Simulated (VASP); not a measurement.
Wanted: the native input for a VASP 6.6.1 run.

* Task: single point
* Functional: r2SCAN
* Potentials or basis: VASP PAW PBE potentials, release 64 (Ti_sv, O)
* Cutoff: 520 eV
* k mesh: 4 × 4 × 8
* Occupations: gaussian, width 0.01 eV
* Spin: no spin polarisation
* Dipole correction: no
* Further INCAR settings: ALGO = Normal; EDIFF = 1e-07; NBANDS = 33

The system is TiO2.

```
CELL_PARAMETERS angstrom
4.64237 0.00000 0.00000
0.00000 4.64237 0.00000
0.00000 0.00000 2.98274
ATOMIC_POSITIONS crystal
Ti 0.00000 0.00000 0.00000
Ti 0.50000 0.50000 0.50000
O 0.30464 0.30464 0.00000
O 0.19536 0.80464 0.50000
O 0.80464 0.19536 0.50000
O 0.69536 0.69536 0.00000
```

The input as run:

POSCAR

```
TiO2
1.0
    4.6423697802      0.0000000000      0.0000000000
    0.0000000000      4.6423697802      0.0000000000
    0.0000000000      0.0000000000      2.9827357376
Ti O
2 4
Direct
    0.0000000000      0.0000000000      0.0000000000
    0.5000000000      0.5000000000      0.5000000000
    0.3046432207      0.3046432207      0.0000000000
    0.1953567793      0.8046432207      0.5000000000
    0.8046432207      0.1953567793      0.5000000000
    0.6953567793      0.6953567793      0.0000000000
```

INCAR.step1

```
ALGO = Normal ; EDIFF = 1E-4
ENCUT = 520 ; GGA = PE
ISMEAR = 0 ; LASPH = T
LCHARG = F ; LREAL = F
LWAVE = T ; NBANDS = 33
NELM = 80 ; PREC = Accurate
SIGMA = 0.01
```

INCAR.step2

```
ALGO = Normal ; EDIFF = 1E-7
ENCUT = 520 ; ISIF = 2
ISMEAR = 0 ; ISTART = 1
LASPH = T ; LCHARG = F
LMIXTAU = T ; LREAL = F
LWAVE = F ; METAGGA = R2SCAN
NBANDS = 33 ; NELM = 80
PREC = Accurate ; SIGMA = 0.01
```

KPOINTS

```
k-points
0
Gamma
  4 4 8
```

Potentials or basis: VASP PAW PBE potentials, release 64 (Ti_sv, O).

The run is started by

```bash
$ cat potpaw_PBE.64/Ti_sv/POTCAR potpaw_PBE.64/O/POTCAR > POTCAR
$ cp INCAR.step1 INCAR
$ mpirun -np 1 vasp_std > vasp.out
$ cp INCAR.step2 INCAR
$ mpirun -np 1 vasp_std > vasp.out
```

Results of the run:

```yaml
Pressure: -5.8 GPa
Largest_force: 0.109 eV/Å
Band_gap_on_the_k_mesh: 2.15 eV
```

Caveat: the cell stands under tension; the structure was generated, so it needn't be the stable form of TiO2; the PAW data sets were made with another functional, which shifts forces and pressure a little.

It took 8 min on 1 thread of AMD EPYC 7R13, with other jobs on the host, peak memory 0.17 GiB.
